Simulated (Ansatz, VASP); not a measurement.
# One calculation of TiO2, two programs

File POSCAR:

```
TiO2
1.0
   -1.8777404854      1.8777404854      4.6579775086
    1.8777404854     -1.8777404854      4.6579775086
    1.8777404854      1.8777404854     -4.6579775086
Ti O
2 4
Direct
    0.0000000000      0.0000000000      0.0000000000
    0.7500000000      0.2500000000      0.5000000000
    0.9608160841      0.4608160841      0.5000000000
    0.2108160841      0.2108160841      0.0000000000
    0.5391839159      0.0391839159      0.5000000000
    0.7891839159      0.7891839159      0.0000000000
```

The input INCAR.step1:

```
SYSTEM = TiO2
PREC = Accurate ; ENCUT = 520
ISMEAR = 0 ; SIGMA = 0.02
LREAL = .False. ; LASPH = .True.
NELM = 100 ; NBANDS = 33
GGA = PE ; ALGO = Normal
EDIFF = 1E-4 ; LWAVE = .True.
LCHARG = .False.
```

Contents of INCAR.step2:

```
SYSTEM = TiO2
PREC = Accurate ; ENCUT = 520
EDIFF = 1E-6 ; ISMEAR = 0
SIGMA = 0.02 ; LREAL = .False.
LASPH = .True. ; NELM = 100
ALGO = Normal ; ISIF = 2
LWAVE = .False. ; LCHARG = .False.
METAGGA = R2SCAN ; LMIXTAU = .True.
NBANDS = 33 ; ISTART = 1
```

Contents of KPOINTS:

```
regular mesh
0
Gamma
  8 8 8
  0 0 0
```

Input for Ansatz:

```yaml
crystal:
  lattice:
    - [-1.8777404854, 1.8777404854, 4.6579775086]
    - [1.8777404854, -1.8777404854, 4.6579775086]
    - [1.8777404854, 1.8777404854, -4.6579775086]
  atoms:
    - { symbol: Ti, position: [0.0, 0.0, 0.0] }
    - { symbol: Ti, position: [0.75, 0.25, 0.5] }
    - { symbol: O, position: [0.9608160841, 0.4608160841, 0.5] }
    - { symbol: O, position: [0.2108160841, 0.2108160841, 0.0] }
    - { symbol: O, position: [0.5391839159, 0.0391839159, 0.5] }
    - { symbol: O, position: [0.7891839159, 0.7891839159, 0.0] }
basis:
  ecutwfc: 500
kpoints:
  mp_grid: { grid: [8, 8, 8] }
  band_path: { path: [VBM, CBM], npoints: 2 }
hamiltonian:
  xc: r2scan
scf:
  occupations: { method: gaussian, width: 0.02 }
output:
  forces: true
  stress: true
  eigenvalues: true
checkpoint:
  read: start.run
  write: ck
  compress: false
  write_wavefunctions: false
  write_every: 100000
```

Alike in both runs: task single point; functional r2SCAN; k mesh 8 × 8 × 8; occupations gaussian, width 0.02 eV; no spin polarisation.

```csv
,VASP,Ansatz
version,VASP 6.6.1,Ansatz 0.2.0
potentials or method,"VASP PAW PBE potentials, release 64 (Ti_sv, O), cutoff 520 eV","scalar-relativistic, plane waves, PAW"
valence electrons in the cell,48,48
```

```tsv
	VASP	Ansatz	Ansatz less VASP
gap on the k mesh at the Fermi level (eV)	2.54	2.52	-0.021
least direct gap on the mesh (eV)	2.94	2.91	-0.029
pressure (GPa)	9.4	8.0	-1.36
traceless stress, the component that is largest in VASP (GPa)	-0.10	0.00	+0.104
rms of the force components (eV/Å)	0.017	0.000	-0.0172
```

VASP's potentials were made for PBE, not for r2SCAN. Atom by atom the forces differ by 0.017 eV/Å (rms over components).
